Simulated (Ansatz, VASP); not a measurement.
# NaF: VASP beside Ansatz

Contents of INCAR:

```
ALGO = Normal
EDIFF = 1E-6
ENCUT = 520
GGA = PE
ISIF = 2
ISMEAR = 0
LASPH = True
LCHARG = False
LREAL = False
LWAVE = False
NBANDS = 14
NELM = 80
PREC = Accurate
SIGMA = 0.01
```

The input KPOINTS:

```
k-points
0
Gamma
  8 8 8
```

File POSCAR:

```
NaF
1.0
    0.0000000000      2.3958289125      2.3958289125
    2.3958289125      0.0000000000      2.3958289125
    2.3958289125      2.3958289125      0.0000000000
Na F
1 1
Direct
    0.0000000000      0.0000000000      0.0000000000
    0.5000000000      0.5000000000      0.5000000000
```

Input for Ansatz:

```yaml
crystal:
  lattice:
    - [0.0, 2.3958289125, 2.3958289125]
    - [2.3958289125, 0.0, 2.3958289125]
    - [2.3958289125, 2.3958289125, 0.0]
  atoms:
    - { symbol: Na, position: [0.0, 0.0, 0.0] }
    - { symbol: F, position: [0.5, 0.5, 0.5] }
kpoints:
  mp_grid: { grid: [8, 8, 8] }
hamiltonian:
  xc: pbe
scf:
  occupations: { method: fixed }
  n_extra_bands: 4
output:
  forces: true
  stress: true
  eigenvalues: true
```

Alike in both runs: task single point; functional PBE; k mesh 8 × 8 × 8; no spin polarisation.

```csv
,VASP,Ansatz
version,VASP 6.6.1,Ansatz 0.2.0
potentials or method,"VASP PAW PBE potentials, release 64 (Na_pv, F)","plane waves, PAW"
plane-wave cutoff (eV),520,420
occupations,"gaussian, width 0.01 eV",fixed
valence electrons in the cell,14,16
```

VASP gave:

| Quantity | Value |
| --- | --- |
| gap on the k mesh at the Fermi level (eV) | 5.79 |
| pressure (GPa) | -2.4 |

Q: Which values does Ansatz return?

A: gap on the k mesh at the Fermi level (eV): 5.80; pressure (GPa): -2.3.

VASP's potentials hold 14 valence electrons a cell and Ansatz's 16, so a difference there can come from the potentials and not from the codes.
